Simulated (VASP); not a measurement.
# BaO (Fm-3m) in VASP: a series of runs

Runs on BaO. Level: PBE. Tasks: single point.

Everything below comes from runs of VASP 6.6.1. Logs are shortened: lines on timing, memory, paths and dates and some standing lists are left out, and cuts for length are marked.

## 1. The cell of the first run

Symmetry: Fm-3m, No. 225, cubic system. The conventional cell has a = 5.572 Å, b = 5.572 Å, c = 5.572 Å, α = 90.00°, β = 90.00°, γ = 90.00°. Ba (site symmetry m-3m) has 6 O at 2.79 Å within 3.7 Å. Within 3.7 Å of O (site symmetry m-3m) lie 6 Ba at 2.79 Å.

## 2. Single point, PBE (21.63 Å³/atom)

Contents of INCAR:

```
PREC = Accurate
ENCUT = 600
EDIFF = 1E-6
ISMEAR = -1
SIGMA = 0.02
LREAL = F
LASPH = T
NELM = 120
ALGO = Normal
ISIF = 2
LWAVE = F
LCHARG = F
GGA = PE
NBANDS = 15
GGA_COMPAT = F
```

Contents of KPOINTS:

```
regular mesh
0
Gamma
  8 8 8
```

Contents of POSCAR:

```
BaO
1.0
    0.0000000000      2.7861883605      2.7861883605
    2.7861883605      0.0000000000      2.7861883605
    2.7861883605      2.7861883605      0.0000000000
Ba O
1 1
Direct
    0.0000000000      0.0000000000      0.0000000000
    0.5000000000      0.5000000000      0.5000000000
```

Potentials or basis: VASP PAW PBE potentials, release 64 (Ba_sv, O).

The run is started by

```bash
$ cat potpaw_PBE.64/Ba_sv/POTCAR potpaw_PBE.64/O/POTCAR > POTCAR
$ mpirun -np 1 vasp_std > vasp.out
```

OUTCAR:

```text
PREC = Accurate
   ENCUT = 600
   EDIFF = 1E-6
   ISMEAR = -1
   LREAL = F
   LASPH = T
   NELM = 120
   ISIF = 2
   GGA = PE

 ion  position               nearest neighbor table
   1  0.000  0.000  0.000-   2 2.79   2 2.79   2 2.79   2 2.79   2 2.79   2 2.79
   2  0.500  0.500  0.500-   1 2.79   1 2.79   1 2.79   1 2.79   1 2.79   1 2.79

  LATTYP: Found a face centered cubic cell.
 ALAT       =     5.5723767210

  Lattice vectors:

 A1 = (   0.0000000000,   2.7861883605,   2.7861883605)
 A2 = (   2.7861883605,   0.0000000000,   2.7861883605)
 A3 = (   2.7861883605,   2.7861883605,   0.0000000000)

Analysis of symmetry for initial positions (statically):
=====================================================================
 Subroutine PRICEL returns:
 Original cell was already a primitive cell.

 Routine SETGRP: Setting up the symmetry group for a
 face centered cubic supercell.

 Subroutine GETGRP returns: Found 48 space group operations
 (whereof 48 operations were pure point group operations)
 out of a pool of 48 trial point group operations.

The static configuration has the point symmetry O_h .

Analysis of symmetry for dynamics (positions and initial velocities):
=====================================================================
 Subroutine PRICEL returns:
 Original cell was already a primitive cell.

 Routine SETGRP: Setting up the symmetry group for a
 face centered cubic supercell.

 Subroutine GETGRP returns: Found 48 space group operations
 (whereof 48 operations were pure point group operations)
 out of a pool of 48 trial point group operations.

The dynamic configuration has the point symmetry O_h .

 Subroutine INISYM returns: Found 48 space group operations
 (whereof 48 operations are pure point group operations),
 and found     1 'primitive' translations

----------------------------------------------------------------------------------------

                                     Primitive cell

  volume of cell :      43.2575

  direct lattice vectors                    reciprocal lattice vectors
     0.000000000  2.786188361  2.786188361    -0.179456639  0.179456639  0.179456639
     2.786188361  0.000000000  2.786188361     0.179456639 -0.179456639  0.179456639
     2.786188361  2.786188361  0.000000000     0.179456639  0.179456639 -0.179456639

  length of vectors
     3.940265367  3.940265367  3.940265367     0.310828017  0.310828017  0.310828017

  position of ions in fractional coordinates (direct lattice)
     0.000000000  0.000000000  0.000000000
     0.500000000  0.500000000  0.500000000

  ion indices of the primitive-cell ions
   primitive index   ion index
                 1           1
                 2           2

----------------------------------------------------------------------------------------

 KPOINTS: regular mesh

Automatic generation of k-mesh.
 Grid dimensions read from file:
 generate k-points for:    8    8    8

 Generating k-lattice:

  Cartesian coordinates                     Fractional coordinates (reciprocal lattice)
    -0.022432080  0.022432080  0.022432080     0.125000000  0.000000000  0.000000000
     0.022432080 -0.022432080  0.022432080     0.000000000  0.125000000  0.000000000
     0.022432080  0.022432080 -0.022432080     0.000000000  0.000000000  0.125000000

  Length of vectors
     0.038853502  0.038853502  0.038853502

  Shift w.r.t. Gamma in fractional coordinates (k-lattice)
     0.000000000  0.000000000  0.000000000

 Subroutine IBZKPT returns following result:
 ===========================================

 Found     29 irreducible k-points:

 Following reciprocal coordinates:
            Coordinates               Weight
  0.000000  0.000000  0.000000      1.000000
  0.125000  0.000000  0.000000      8.000000
  0.250000  0.000000  0.000000      8.000000
  0.375000  0.000000  0.000000      8.000000
  0.500000  0.000000  0.000000      4.000000
  0.125000  0.125000  0.000000      6.000000
[... 16 lines left out ...]
  0.500000  0.250000  0.125000     48.000000
 -0.375000  0.250000  0.125000     24.000000
 [... further k-points ...]
   k-points           NKPTS =     29   k-points in BZ     NKDIM =     29   number of bands    NBANDS=     15
   number of dos      NEDOS =    301   number of ions     NIONS =      2
   total plane-waves  NPLWV =  32768
   dimension x,y,z NGX =    32 NGY =   32 NGZ =   32
   dimension x,y,z NGXF=    64 NGYF=   64 NGZF=   64
   ions per type =               1   1
   NGX,Y,Z   is equivalent  to a cutoff of  13.50, 13.50, 13.50 a.u.
   NGXF,Y,Z  is equivalent  to a cutoff of  27.00, 27.00, 27.00 a.u.
 SYSTEM =  unknown system
   PREC   = accura    normal or accurate (medium, high low for compatibility)
   ISTART =      0    job   : 0-new  1-cont  2-samecut
   ICHARG =      2    charge: 1-file 2-atom 10-const
   ISPIN  =      1    spin polarized calculation?
   LNONCOLLINEAR =      F non collinear calculations
   LSORBIT =      F    spin-orbit coupling
   LASPH  =      T    aspherical Exc in radial PAW
   ENCUT  =  600.0 eV  44.10 Ry    6.64 a.u.   7.87  7.87  7.87*2*pi/ulx,y,z
   NELM   =    120;   NELMIN=  2; NELMDL= -5     # of ELM steps
   EDIFF  = 0.1E-05   stopping-criterion for ELM
   LREAL  =      F    real-space projection
   EDIFFG = 0.1E-04   stopping-criterion for IOM
   NSW    =      0    number of steps for IOM
   IBRION =     -1    ionic relax: 0-MD 1-quasi-New 2-CG
   NFREE  =      0    steps in history (QN), initial steepest desc. (CG)
   ISIF   =      2    stress and relaxation
   ISYM   =      2    0-nonsym 1-usesym 2-fastsym
   POTIM  = 0.5000    time-step for ionic-motion
   TEBEG  =    0.0;   TEEND  =   0.0 temperature during run
   PSTRESS=    0.0 pullay stress
   NELECT =      16.0000    total number of electrons
   NUPDOWN=      -1.0000    fix difference up-down
   EMIN   =  10.00;   EMAX   =-10.00  energy-range for DOS
   EFERMI =   0.00;   METHOD = LEGACY
   ISMEAR =    -1;   SIGMA  =   0.02  broadening in eV -4-tet -1-fermi 0-gaus
   EFERMI_NEDOS =   21; number of points for ismear=-14 and -15
   IALGO  =     38    algorithm
   IMIX   =      4    mixing-type and parameters
     AMIX     =   0.40;   BMIX     =  1.00
     AMIX_MAG =   1.60;   BMIX_MAG =  1.00
  volume/ion in A,a.u.               =      21.63       145.96
  Fermi-wavevector in a.u.,A,eV,Ry     =   1.175153  2.220717 18.789431  1.380984
  Thomas-Fermi vector in A             =   2.311538
   LORBIT       =      0    0 simple, 1 ext, 2 COOP (PROOUT), +10 PAW based schemes
   GGA     = PE    functional components
   LHFCALC =     F    Hartree Fock is set to
   AEXX    =    0.0000 exact exchange contribution
   IVDW    =     0    specifies the selected vdW correction
   LEPSILON=     F    determine dielectric tensor
   LRPA    =     F    only Hartree local field effects (RPA)
 non-spin polarized calculation
  energy-cutoff  :      600.00
  volume of cell :       43.26
 maximum number of plane-waves:      1459
   NGX = 15   NGY = 15   NGZ = 15

 number of electron      16.0000002 magnetization

 Free energy of the ion-electron system (eV)
  ---------------------------------------------------
  ext. energy  EPLUGINS =         0.00000000
  ---------------------------------------------------
  free energy    TOTEN  =       -11.80614708 eV

  energy without entropy =      -11.80614708  energy(sigma->0) =      -11.80614708

 E-fermi :   2.1852     XC(G=0):  -9.5367

 val. band max:        1.7509046584   @ k =   0.5000   0.5000   0.0000
 cond. band min:       3.7861306583   @ k =   0.5000   0.5000   0.0000
 fundamental gap:      2.0352259999
 Fermi energy:         2.1852322163

 k-point     1 :       0.0000    0.0000    0.0000
  band No.  band energies     occupation
      1     -24.1607      2.00000
      2     -13.2125      2.00000
      3      -8.7075      2.00000
      4      -8.7075      2.00000
      5      -8.7075      2.00000
      6       1.4551      2.00000
      7       1.4551      2.00000
      8       1.4551      2.00000
      9       5.2212      0.00000
     10       6.4442      0.00000
     11       6.4442      0.00000
     12       6.4442      0.00000
     13       8.6650      0.00000
     14       8.6650      0.00000
     15      11.7121      0.00000

 k-point     2 :       0.1250    0.0000    0.0000
  band No.  band energies     occupation
      1     -24.1273      2.00000
      2     -13.3120      2.00000
      3      -8.7426      2.00000
      4      -8.7251      2.00000
      5      -8.7251      2.00000
      6       1.1232      2.00000
      7       1.2619      2.00000
      8       1.2619      2.00000
      9       5.8508      0.00000
     10       6.3282      0.00000
     11       6.7277      0.00000
     12       6.7277      0.00000
     13       9.0511      0.00000
     14       9.0511      0.00000
     15      12.6474      0.00000

 k-point     3 :       0.2500    0.0000    0.0000
  band No.  band energies     occupation
      1     -24.0447      2.00000
      2     -13.5529      2.00000
      3      -8.8213      2.00000
      4      -8.7668      2.00000
      5      -8.7668      2.00000
      6       0.5050      2.00000
      7       0.8491      2.00000
      8       0.8491      2.00000
      9       6.2165      0.00000
     10       7.4332      0.00000
     11       7.4930      0.00000
     12       7.4930      0.00000
     13      10.0112      0.00000
     14      10.0112      0.00000
     15      14.6608      0.00000
[... 343 lines left out ...]
 k-point    23 :       0.5000    0.2500    0.1250
  band No.  band energies     occupation
      1     -23.9178      2.00000
      2     -13.6915      2.00000
      3      -9.2785      2.00000
      4      -9.1579      2.00000
      5      -8.8236      2.00000
      6       0.3786      2.00000
      7       0.6365      2.00000
      8       1.2320      2.00000
      9       5.8973      0.00000
     10       7.6914      0.00000
     11       9.0354      0.00000
     12       9.1916      0.00000
     13      11.1514      0.00000
     14      12.5792      0.00000
     15      14.4120      0.00000

 k-point    24 :      -0.3750    0.2500    0.1250
  band No.  band energies     occupation
      1     -23.8894      2.00000
      2     -13.7358      2.00000
      3      -9.2985      2.00000
      4      -9.2957      2.00000
      5      -8.8161      2.00000
      6       0.2849      2.00000
      7       0.8675      2.00000
      8       0.9362      2.00000
      9       6.5910      0.00000
     10       7.1909      0.00000
     11       9.4963      0.00000
     12       9.5454      0.00000
     13      11.6966      0.00000
     14      13.3827      0.00000
     15      13.7324      0.00000

 [... further k-points ...]

------------------------ aborting loop because EDIFF is reached ----------------------------------------

  FORCE on cell =-STRESS in cart. coord.  units (eV):
  Direction    XX          YY          ZZ          XY          YZ          ZX
  --------------------------------------------------------------------------------------
  -------------------------------------------------------------------------------------
  Total        0.4232073      0.4232073      0.4232073     -0.0000000      0.0000000     -0.0000000
  in kB       15.6748125     15.6748125     15.6748125     -0.0000000      0.0000000     -0.0000000
  external PRESSURE =      15.6748125 kB  Pullay stress =       0.0000000 kB

 VOLUME and BASIS-vectors are now :
 -----------------------------------------------------------------------------
  energy-cutoff  :      600.00
  volume of cell :       43.26
      direct lattice vectors                 reciprocal lattice vectors
     0.000000000  2.786188361  2.786188361    -0.179456639  0.179456639  0.179456639
     2.786188361  0.000000000  2.786188361     0.179456639 -0.179456639  0.179456639
     2.786188361  2.786188361  0.000000000     0.179456639  0.179456639 -0.179456639

 POSITION                                       TOTAL-FORCE (eV/Angst)
 -----------------------------------------------------------------------------------
      0.00000      0.00000      0.00000        -0.000000     -0.000000     -0.000000
      2.78619      2.78619      2.78619         0.000000      0.000000      0.000000
 -----------------------------------------------------------------------------------
    total drift:                                0.000000     -0.000000      0.000000

  FREE ENERGIE OF THE ION-ELECTRON SYSTEM (eV)
  ---------------------------------------------------
  free  energy   TOTEN  =       -11.8061470750 eV

  energy  without entropy=      -11.8061470750  energy(sigma->0) =      -11.80614708
```

Wall time 32 s (1 thread of AMD EPYC 7R13, shared host); peak memory 0.16 GiB.

Results:

* Free energy: -11.8061 eV
* Pressure: 1.6 GPa
* Band gap on the k mesh: 2.04 eV

Caveat: spin-orbit coupling is left out, which moves the levels of the heavy elements. A k mesh can miss the band edges.

## 3. Single point, PBE (21.21 Å³/atom)

This run uses another cell than the first one, of 21.21 Å³/atom.

Contents of INCAR:

```
SYSTEM = BaO
PREC     = Accurate       ! precision mode
ENCUT    = 600            ! plane-wave cutoff, eV
EDIFF    = 1E-6           ! SCF threshold, eV
ISMEAR   = -1             ! smearing method
SIGMA    = 0.02           ! smearing width, eV
LREAL    = .False.        ! projectors in reciprocal space
LASPH    = .True.         ! aspherical terms in the spheres
NELM     = 120            ! most SCF steps
ALGO     = Normal         ! electronic algorithm
ISIF     = 2              ! what is computed and relaxed
LWAVE    = .False.        ! write WAVECAR
LCHARG   = .False.        ! write CHGCAR
GGA      = PE             ! functional
NBANDS   = 15             ! bands
GGA_COMPAT= .False.
```

Contents of KPOINTS:

```
regular mesh
0
Gamma
  8 8 8
  0 0 0
```

Contents of POSCAR:

```
BaO
1.0
    0.0000000000      2.7682124513      2.7682124513
    2.7682124513      0.0000000000      2.7682124513
    2.7682124513      2.7682124513      0.0000000000
Ba O
1 1
Direct
    0.0000000000      0.0000000000      0.0000000000
    0.5000000000      0.5000000000      0.5000000000
```

Potentials or basis: VASP PAW PBE potentials, release 64 (Ba_sv, O).

The run is started by

```bash
$ cat potpaw_PBE.64/Ba_sv/POTCAR potpaw_PBE.64/O/POTCAR > POTCAR
$ mpirun -np 1 vasp_std > vasp.out
```

OUTCAR:

```text
SYSTEM = BaO
   PREC = Accurate
   ENCUT = 600
   EDIFF = 1E-6
   ISMEAR = -1
   LREAL = .False.
   LASPH = .True.
   NELM = 120
   ISIF = 2
   GGA = PE

 ion  position               nearest neighbor table
   1  0.000  0.000  0.000-   2 2.77   2 2.77   2 2.77   2 2.77   2 2.77   2 2.77
   2  0.500  0.500  0.500-   1 2.77   1 2.77   1 2.77   1 2.77   1 2.77   1 2.77

  LATTYP: Found a face centered cubic cell.
 ALAT       =     5.5364249026

  Lattice vectors:

 A1 = (   0.0000000000,   2.7682124513,   2.7682124513)
 A2 = (   2.7682124513,   0.0000000000,   2.7682124513)
 A3 = (   2.7682124513,   2.7682124513,   0.0000000000)

Analysis of symmetry for initial positions (statically):
=====================================================================
 Subroutine PRICEL returns:
 Original cell was already a primitive cell.

 Routine SETGRP: Setting up the symmetry group for a
 face centered cubic supercell.

 Subroutine GETGRP returns: Found 48 space group operations
 (whereof 48 operations were pure point group operations)
 out of a pool of 48 trial point group operations.

The static configuration has the point symmetry O_h .

[... 173 lines left out ...]
      6       1.5399      2.00000
      7       1.5399      2.00000
      8       1.5399      2.00000
      9       5.4371      0.00000
     10       6.5680      0.00000
     11       6.5680      0.00000
     12       6.5680      0.00000
     13       8.8374      0.00000
     14       8.8374      0.00000
[... 401 lines left out ...]
      2     -13.6999      2.00000
      3      -9.1605      2.00000
      4      -9.1601      2.00000
      5      -8.6470      2.00000
      6       0.3445      2.00000
      7       0.9538      2.00000
      8       1.0192      2.00000
      9       6.7366      0.00000
     10       7.3446      0.00000
     11       9.7407      0.00000
     12       9.7481      0.00000
     13      11.9600      0.00000
     14      13.6593      0.00000
     15      14.0279      0.00000

 [... further k-points ...]

------------------------ aborting loop because EDIFF is reached ----------------------------------------

  FORCE on cell =-STRESS in cart. coord.  units (eV):
  Direction    XX          YY          ZZ          XY          YZ          ZX
  --------------------------------------------------------------------------------------
  -------------------------------------------------------------------------------------
  Total        0.8210027      0.8210027      0.8210027     -0.0000000      0.0000000     -0.0000000
  in kB       31.0046555     31.0046555     31.0046555     -0.0000000      0.0000000     -0.0000000
  external PRESSURE =      31.0046555 kB  Pullay stress =       0.0000000 kB

 VOLUME and BASIS-vectors are now :
 -----------------------------------------------------------------------------
  energy-cutoff  :      600.00
  volume of cell :       42.43
      direct lattice vectors                 reciprocal lattice vectors
     0.000000000  2.768212451  2.768212451    -0.180621975  0.180621975  0.180621975
     2.768212451  0.000000000  2.768212451     0.180621975 -0.180621975  0.180621975
     2.768212451  2.768212451  0.000000000     0.180621975  0.180621975 -0.180621975

 POSITION                                       TOTAL-FORCE (eV/Angst)
 -----------------------------------------------------------------------------------
      0.00000      0.00000      0.00000         0.000000     -0.000000      0.000000
      2.76821      2.76821      2.76821        -0.000000      0.000000     -0.000000
 -----------------------------------------------------------------------------------
    total drift:                                0.000000     -0.000000      0.000000

  FREE ENERGIE OF THE ION-ELECTRON SYSTEM (eV)
  ---------------------------------------------------
  free  energy   TOTEN  =       -11.7934258402 eV

  energy  without entropy=      -11.7934258402  energy(sigma->0) =      -11.79342584
```

OSZICAR:

```text
N       E                     dE             d eps       ncg     rms          rms(c)
DAV:   1     0.863252678841E+02    0.86325E+02   -0.86583E+03   870   0.111E+03
DAV:   2    -0.100589354871E+02   -0.96384E+02   -0.85956E+02  1166   0.211E+02
DAV:   3    -0.143599246635E+02   -0.43010E+01   -0.42704E+01  1105   0.451E+01
DAV:   4    -0.144109582350E+02   -0.51034E-01   -0.51025E-01  1010   0.529E+00
DAV:   5    -0.144119369821E+02   -0.97875E-03   -0.97872E-03  1073   0.602E-01    0.957E+00
DAV:   6    -0.120478757087E+02    0.23641E+01   -0.87477E+00   905   0.219E+01    0.627E+00
DAV:   7    -0.118168759787E+02    0.23100E+00   -0.64098E-01   990   0.631E+00    0.223E+00
DAV:   8    -0.117925628718E+02    0.24313E-01   -0.10375E-01  1038   0.328E+00    0.536E-01
DAV:   9    -0.117921625331E+02    0.40034E-03   -0.97679E-03  1024   0.945E-01    0.165E-01
DAV:  10    -0.117934417469E+02   -0.12792E-02   -0.27458E-03   912   0.422E-01    0.490E-02
DAV:  11    -0.117934179274E+02    0.23819E-04   -0.17334E-04  1073   0.111E-01    0.261E-02
DAV:  12    -0.117934266279E+02   -0.87005E-05   -0.24301E-05   947   0.454E-02    0.497E-03
DAV:  13    -0.117934258402E+02    0.78774E-06   -0.17663E-06   983   0.124E-02
   1 F= -.11793426E+02 E0= -.11793426E+02  d E =-.189471E-11
```

stdout:

```text
POSCAR found type information on POSCAR BaO
 POSCAR found :  2 types and       2 ions
 scaLAPACK will be used
 LDA part: xc-table for (Slater+PW92), standard interpolation
 POSCAR, INCAR and KPOINTS ok, starting setup
 FFT: planning ... GRIDC
 FFT: planning ... GRID_SOFT
 FFT: planning ... GRID
 WAVECAR not read
 entering main loop
```

Wall time 32 s (1 thread of AMD EPYC 7R13, shared host); peak memory 0.16 GiB.

What came out:

```yaml
Free_energy: -11.7934 eV
Pressure: 3.1 GPa
Band_gap_on_the_k_mesh: 1.97 eV
```

Levels at points of the mesh, in eV from the valence-band top:
```
           k point  band 5  band 6  band 7  band 8  band 9  band 10  band 11  band 12
(0.00, 0.00, 0.00)  -10.42   -0.35   -0.35   -0.35    3.55     4.68     4.68     4.68
(0.50, 0.00, 0.00)  -10.54   -2.00   -1.48   -1.48    4.93     7.16     7.16     8.19
(0.50, 0.50, 0.00)  -11.01   -0.16   -0.16    0.00    1.97     5.98     8.89     9.40
```

Caveat: the cell stands under pressure; spin-orbit coupling is left out, which moves the levels of the heavy elements. A k mesh can miss the band edges.
